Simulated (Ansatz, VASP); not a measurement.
**Two plane-wave programs on SnO2**

```
CELL_PARAMETERS angstrom
5.02081 0.00000 0.00000
0.00000 5.02081 0.00000
0.00000 0.00000 3.49703
ATOMIC_POSITIONS crystal
Sn 0.00000 0.00000 0.00000
Sn 0.50000 0.50000 0.50000
O 0.30661 0.30661 0.00000
O 0.19339 0.80661 0.50000
O 0.69339 0.69339 0.00000
O 0.80661 0.19339 0.50000
```

Change from the starting cell: strain +0.040 along x and y, +0.080 along z, atoms carried along.

Alike in both runs: task single point; functional PBE; k mesh 6 × 6 × 8; occupations gaussian, width 0.05 eV; no spin polarisation.

|  | VASP | Ansatz |
| --- | --- | --- |
| version | VASP 6.6.1 | Ansatz 0.2.0 |
| potentials or method | VASP PAW PBE potentials, release 64 (Sn_d, O), cutoff 520 eV | scalar-relativistic, plane waves, PAW |
| valence electrons in the cell | 52 | 52 |

```csv
,VASP,Ansatz,Ansatz less VASP
gap on the k mesh at the Fermi level (eV),0.09,0.09,0.000
least direct gap on the mesh (eV),0.32,0.32,+0.007
pressure (GPa),-19.3,-19.6,-0.28
"traceless stress, the component that is largest in VASP (GPa)",-6.57,-6.66,-0.083
rms of the force components (eV/Å),0.128,0.129,+0.0007
```

Atom by atom the forces differ by 0.001 eV/Å (rms over components). The functional is the same, so the differences come from potentials, cutoffs and numerics.
